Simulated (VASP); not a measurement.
# Cu (P4/mmm) in VASP: single point with PBEsol

Aim: the single point of Cu with PBEsol.

All numbers are computed with VASP 6.6.1; they aren't measurements. Logs are shortened: lines on timing, memory, paths and dates and some standing lists are left out, and cuts for length are marked.

**1. The cell of the first run**

Symmetry: P4/mmm, No. 123, tetragonal system. Conventional cell: a = 3.747 Å, b = 3.747 Å, c = 3.607 Å, α = 90.00°, β = 90.00°, γ = 90.00°. Cu (site symmetry 4/mmm) has 6 Cu at 3.61 to 3.75 Å within 4.7 Å.

**2. Single point, PBEsol**

Input file INCAR:

```
SYSTEM = Cu
ALGO = Normal
EDIFF = 1E-7
ENCUT = 520
GGA = PS
ISIF = 2
ISMEAR = 1
LASPH = .True.
LCHARG = .True.
LELF = .True.
LREAL = .False.
LVHAR = .True.
LWAVE = .False.
NBANDS = 12
NELM = 80
PREC = Accurate
SIGMA = 0.1
```

Input file KPOINTS:

```
k-points
0
Gamma
  8 8 8
  0 0 0
```

Input file POSCAR:

```
Cu
1.0
    3.7470110000      0.0000000000      0.0000000000
    0.0000000000      3.7470110000      0.0000000000
    0.0000000000      0.0000000000      3.6073050000
Cu
1
Direct
    0.0000000000      0.0000000000      0.0000000000
```

Potentials or basis: VASP PAW PBE potentials, release 64 (Cu).

The run is started by

```
cat potpaw_PBE.64/Cu/POTCAR > POTCAR
mpirun -np 1 vasp_std > vasp.out
```

OUTCAR:

```text
SYSTEM = Cu
   EDIFF = 1E-7
   ENCUT = 520
   GGA = PS
   ISIF = 2
   ISMEAR = 1
   LASPH = .True.
   LREAL = .False.
   NELM = 80
   PREC = Accurate

 ion  position               nearest neighbor table
   1  0.000  0.000  0.000-

  LATTYP: Found a simple tetragonal cell.
 ALAT       =     3.7470110000
 C/A-ratio  =     0.9627153483

  Lattice vectors:

 A1 = (   3.7470110000,   0.0000000000,   0.0000000000)
 A2 = (   0.0000000000,   3.7470110000,   0.0000000000)
 A3 = (   0.0000000000,   0.0000000000,   3.6073050000)

Analysis of symmetry for initial positions (statically):
=====================================================================
 Subroutine PRICEL returns:
 Original cell was already a primitive cell.

 Routine SETGRP: Setting up the symmetry group for a
 simple tetragonal supercell.

 Subroutine GETGRP returns: Found 16 space group operations
 (whereof 16 operations were pure point group operations)
 out of a pool of 16 trial point group operations.

The static configuration has the point symmetry D_4h.

Analysis of symmetry for dynamics (positions and initial velocities):
=====================================================================
 Subroutine PRICEL returns:
 Original cell was already a primitive cell.

 Routine SETGRP: Setting up the symmetry group for a
 simple tetragonal supercell.

 Subroutine GETGRP returns: Found 16 space group operations
 (whereof 16 operations were pure point group operations)
 out of a pool of 16 trial point group operations.

The dynamic configuration has the point symmetry D_4h.

 Subroutine INISYM returns: Found 16 space group operations
 (whereof 16 operations are pure point group operations),
 and found     1 'primitive' translations

----------------------------------------------------------------------------------------

                                     Primitive cell

  volume of cell :      50.6469

  direct lattice vectors                    reciprocal lattice vectors
     3.747011000  0.000000000  0.000000000     0.266879387  0.000000000  0.000000000
     0.000000000  3.747011000  0.000000000     0.000000000  0.266879387  0.000000000
     0.000000000  0.000000000  3.607305000     0.000000000  0.000000000  0.277215262

  length of vectors
     3.747011000  3.747011000  3.607305000     0.266879387  0.266879387  0.277215262

  position of ions in fractional coordinates (direct lattice)
     0.000000000  0.000000000  0.000000000

  ion indices of the primitive-cell ions
   primitive index   ion index
                 1           1

----------------------------------------------------------------------------------------

 KPOINTS: k-points

Automatic generation of k-mesh.
 Grid dimensions read from file:
 generate k-points for:    8    8    8

 Generating k-lattice:

  Cartesian coordinates                     Fractional coordinates (reciprocal lattice)
     0.033359923  0.000000000  0.000000000     0.125000000  0.000000000  0.000000000
     0.000000000  0.033359923  0.000000000     0.000000000  0.125000000  0.000000000
     0.000000000  0.000000000  0.034651908     0.000000000  0.000000000  0.125000000

  Length of vectors
     0.033359923  0.033359923  0.034651908

  Shift w.r.t. Gamma in fractional coordinates (k-lattice)
     0.000000000  0.000000000  0.000000000

 Subroutine IBZKPT returns following result:
 ===========================================

 Found     75 irreducible k-points:

 Following reciprocal coordinates:
            Coordinates               Weight
  0.000000  0.000000  0.000000      1.000000
  0.125000  0.000000  0.000000      4.000000
  0.250000  0.000000  0.000000      4.000000
  0.375000  0.000000  0.000000      4.000000
  0.500000  0.000000  0.000000      2.000000
  0.125000  0.125000  0.000000      4.000000
[... 16 lines left out ...]
  0.375000  0.125000  0.125000     16.000000
  0.500000  0.125000  0.125000      8.000000
 [... further k-points ...]
   k-points           NKPTS =     75   k-points in BZ     NKDIM =     75   number of bands    NBANDS=     12
   number of dos      NEDOS =    301   number of ions     NIONS =      1
   total plane-waves  NPLWV =  21952
   dimension x,y,z NGX =    28 NGY =   28 NGZ =   28
   dimension x,y,z NGXF=    56 NGYF=   56 NGZF=   56
   ions per type =               1
   NGX,Y,Z   is equivalent  to a cutoff of  12.42, 12.42, 12.90 a.u.
   NGXF,Y,Z  is equivalent  to a cutoff of  24.85, 24.85, 25.81 a.u.
 SYSTEM =  Cu
   PREC   = accura    normal or accurate (medium, high low for compatibility)
   ISTART =      0    job   : 0-new  1-cont  2-samecut
   ICHARG =      2    charge: 1-file 2-atom 10-const
   ISPIN  =      1    spin polarized calculation?
   LNONCOLLINEAR =      F non collinear calculations
   LSORBIT =      F    spin-orbit coupling
   LASPH  =      T    aspherical Exc in radial PAW
   ENCUT  =  520.0 eV  38.22 Ry    6.18 a.u.   6.97  6.97  6.71*2*pi/ulx,y,z
   NELM   =     80;   NELMIN=  2; NELMDL= -5     # of ELM steps
   EDIFF  = 0.1E-06   stopping-criterion for ELM
   LREAL  =      F    real-space projection
   EDIFFG = 0.1E-05   stopping-criterion for IOM
   NSW    =      0    number of steps for IOM
   IBRION =     -1    ionic relax: 0-MD 1-quasi-New 2-CG
   NFREE  =      0    steps in history (QN), initial steepest desc. (CG)
   ISIF   =      2    stress and relaxation
   ISYM   =      2    0-nonsym 1-usesym 2-fastsym
   POTIM  = 0.5000    time-step for ionic-motion
   TEBEG  =    0.0;   TEEND  =   0.0 temperature during run
   PSTRESS=    0.0 pullay stress
   NELECT =      11.0000    total number of electrons
   NUPDOWN=      -1.0000    fix difference up-down
   EMIN   =  10.00;   EMAX   =-10.00  energy-range for DOS
   EFERMI =   0.00;   METHOD = LEGACY
   ISMEAR =     1;   SIGMA  =   0.10  broadening in eV -4-tet -1-fermi 0-gaus
   EFERMI_NEDOS =   21; number of points for ismear=-14 and -15
   IALGO  =     38    algorithm
   IMIX   =      4    mixing-type and parameters
     AMIX     =   0.40;   BMIX     =  1.00
     AMIX_MAG =   1.60;   BMIX_MAG =  1.00
  volume/ion in A,a.u.               =      50.65       341.78
  Fermi-wavevector in a.u.,A,eV,Ry     =   0.984060  1.859603 13.175522  0.968374
  Thomas-Fermi vector in A             =   2.115264
   LORBIT       =      0    0 simple, 1 ext, 2 COOP (PROOUT), +10 PAW based schemes
   GGA     = PS    functional components
   LHFCALC =     F    Hartree Fock is set to
   AEXX    =    0.0000 exact exchange contribution
   IVDW    =     0    specifies the selected vdW correction
   LEPSILON=     F    determine dielectric tensor
   LRPA    =     F    only Hartree local field effects (RPA)
 non-spin polarized calculation
 Methfessel and Paxton  Order N= 1 SIGMA  =   0.10
  energy-cutoff  :      520.00
  volume of cell :       50.65
 maximum number of plane-waves:      1386
 NGX is ok and might be reduce to    28
   NGX = 13   NGY = 13   NGZ = 13

 number of electron      11.0000006 magnetization

 Free energy of the ion-electron system (eV)
  ---------------------------------------------------
  ext. energy  EPLUGINS =         0.00000000
  ---------------------------------------------------
  free energy    TOTEN  =        -1.22440677 eV

  energy without entropy =       -1.22427761  energy(sigma->0) =       -1.22436372

 E-fermi :  -1.9784     XC(G=0):  -6.3240

 val. band max:       -1.9988658063   @ k =   0.5000   0.0000   0.1250
 cond. band min:      -1.9178844024   @ k =   0.5000   0.1250   0.1250
 fundamental gap:      0.0809814038
 Fermi energy:        -1.9784437619

 k-point     1 :       0.0000    0.0000    0.0000
  band No.  band energies     occupation
      1      -4.4068      2.00000
      2      -3.0217      2.00000
      3      -2.9847      2.00000
      4      -2.6885      2.00000
      5      -2.6842      2.00000
      6      -2.6842      2.00000
      7       5.9748      0.00000
      8       5.9748      0.00000
      9       6.7473      0.00000
     10       7.7829      0.00000
     11       8.4166      0.00000
     12       9.0523      0.00000

 k-point     2 :       0.1250    0.0000    0.0000
  band No.  band energies     occupation
      1      -4.2534      2.00000
      2      -3.0132      2.00000
      3      -2.9629      2.00000
      4      -2.7009      2.00000
      5      -2.6955      2.00000
      6      -2.6832      2.00000
      7       4.3213      0.00000
      8       6.1303      0.00000
      9       6.9019      0.00000
     10       8.1896      0.00000
     11       9.1479      0.00000
     12      10.1367      0.00000

 k-point     3 :       0.2500    0.0000    0.0000
  band No.  band energies     occupation
      1      -3.8316      2.00000
      2      -2.9980      2.00000
      3      -2.8685      2.00000
      4      -2.7303      2.00000
      5      -2.7224      2.00000
      6      -2.6809      2.00000
      7       2.2416      0.00000
      8       6.5624      0.00000
      9       7.3319      0.00000
     10       8.6418      0.00000
     11       9.5853      0.00000
     12      12.6601      0.00000
[... 286 lines left out ...]
 k-point    23 :       0.3750    0.1250    0.1250
  band No.  band energies     occupation
      1      -3.1386      2.00000
      2      -2.9409      2.00000
      3      -2.7991      2.00000
      4      -2.7731      2.00000
      5      -2.7057      2.00000
      6      -2.4107      2.00000
      7       0.8425      0.00000
      8       5.7449      0.00000
      9       6.3228      0.00000
     10       9.2208      0.00000
     11      10.1404      0.00000
     12      11.8011      0.00000

 k-point    24 :       0.5000    0.1250    0.1250
  band No.  band energies     occupation
      1      -3.0591      2.00000
      2      -2.9339      2.00000
      3      -2.8091      2.00000
      4      -2.7859      2.00000
      5      -2.7042      2.00000
      6      -1.9179      0.15498
      7      -0.0532     -0.00000
      8       6.1569      0.00000
      9       6.7491      0.00000
     10       8.5218      0.00000
     11       9.4819      0.00000
     12      12.2480      0.00000

 [... further k-points ...]

------------------------ aborting loop because EDIFF is reached ----------------------------------------

  FORCE on cell =-STRESS in cart. coord.  units (eV):
  Direction    XX          YY          ZZ          XY          YZ          ZX
  --------------------------------------------------------------------------------------
  -------------------------------------------------------------------------------------
  Total       -1.5330695     -1.5330695     -1.8763221      0.0000000      0.0000000     -0.0000000
  in kB      -48.4975293    -48.4975293    -59.3560752      0.0000000      0.0000000     -0.0000000
  external PRESSURE =     -52.1170446 kB  Pullay stress =       0.0000000 kB

 VOLUME and BASIS-vectors are now :
 -----------------------------------------------------------------------------
  energy-cutoff  :      520.00
  volume of cell :       50.65
      direct lattice vectors                 reciprocal lattice vectors
     3.747011000  0.000000000  0.000000000     0.266879387  0.000000000  0.000000000
     0.000000000  3.747011000  0.000000000     0.000000000  0.266879387  0.000000000
     0.000000000  0.000000000  3.607305000     0.000000000  0.000000000  0.277215262

 POSITION                                       TOTAL-FORCE (eV/Angst)
 -----------------------------------------------------------------------------------
      0.00000      0.00000      0.00000         0.000000      0.000000      0.000000
 -----------------------------------------------------------------------------------
    total drift:                               -0.000000     -0.000000     -0.000000

  FREE ENERGIE OF THE ION-ELECTRON SYSTEM (eV)
  ---------------------------------------------------
  free  energy   TOTEN  =        -1.2244067725 eV

  energy  without entropy=       -1.2242776144  energy(sigma->0) =       -1.22436372
```

Run time: 28 s. Hardware: 1 thread of Intel Xeon 8259CL, shared host; peak memory 0.18 GiB.

Results:

* Free energy: -1.2244 eV
* Pressure: -5.2 GPa
* Band gap on the k mesh: zero (an odd number of electrons rules out a gap without spin polarisation)

Stress tensor (GPa, compression positive):
```
-4.85  0.00  0.00
 0.00 -4.85  0.00
 0.00  0.00 -5.94
```

Caveat: the cell stands under tension; the PAW data sets were made with another functional, which shifts forces and pressure a little.
